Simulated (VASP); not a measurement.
Wanted: the native input for a VASP 6.6.1 run.

* Task: single point
* Functional: r2SCAN
* Potentials or basis: VASP PAW PBE potentials, release 64 (Mg_sv, O)
* Cutoff: 660 eV
* k mesh: 10 × 10 × 10
* Occupations: gaussian, width 0.01 eV
* Spin: no spin polarisation
* Dipole correction: no
* Further INCAR settings: ALGO = Normal; EDIFF = 1e-06; NBANDS = 15

MgO:

```
Mg O
1.0
     0.00622    2.10145    2.10145
     2.10145    0.00622    2.10145
     2.10145    2.10145    0.00622
Mg O
1 1
Direct
  0.00000 0.00000 0.00000
  0.50000 0.50000 0.50000
```

This cell differs from its parent crystal: epitaxial 111 strain -0.3%.

These files were run (other wordings do the same):

POSCAR

```
MgO
1.0
    0.0062156338      2.1014458981      2.1014458981
    2.1014458981      0.0062156338      2.1014458981
    2.1014458981      2.1014458981      0.0062156338
Mg O
1 1
Direct
    0.0000000000      0.0000000000      0.0000000000
    0.5000000000      0.5000000000      0.5000000000
```

INCAR.step1

```
SYSTEM = MgO
PREC = Accurate
ENCUT = 660
ISMEAR = 0
SIGMA = 0.01
LREAL = .False.
LASPH = .True.
NELM = 120
NBANDS = 15
GGA = PE
ALGO = Normal
EDIFF = 1E-5
LWAVE = .True.
LCHARG = .False.
GGA_COMPAT = .False.
```

INCAR.step2

```
SYSTEM = MgO
PREC = Accurate
ENCUT = 660
EDIFF = 1E-6
ISMEAR = 0
SIGMA = 0.01
LREAL = .False.
LASPH = .True.
NELM = 120
ALGO = Normal
ISIF = 2
LWAVE = .False.
LCHARG = .False.
METAGGA = R2SCAN
LMIXTAU = .True.
NBANDS = 15
ISTART = 1
GGA_COMPAT = .False.
```

KPOINTS

```
regular mesh
0
Gamma
  10 10 10
  0 0 0
```

Potentials or basis: VASP PAW PBE potentials, release 64 (Mg_sv, O).

Command:

```sh
$ cat potpaw_PBE.64/Mg_sv/POTCAR potpaw_PBE.64/O/POTCAR > POTCAR
$ cp INCAR.step1 INCAR
$ mpirun -np 1 vasp_std > vasp.out
$ cp INCAR.step2 INCAR
$ mpirun -np 1 vasp_std > vasp.out
```

It gave:

```
Pressure               : 0.7 GPa
Band gap on the k mesh : 5.76 eV
```

Caveat: the cell differs from its parent crystal (epitaxial 111 strain -0.3%); the PAW data sets were made with another functional, which shifts forces and pressure a little.

Wall time 90 s on 1 thread of Intel(R) Xeon(R) 6975P-C (Granite Rapids) (shared host), peak memory 0.18 GiB.
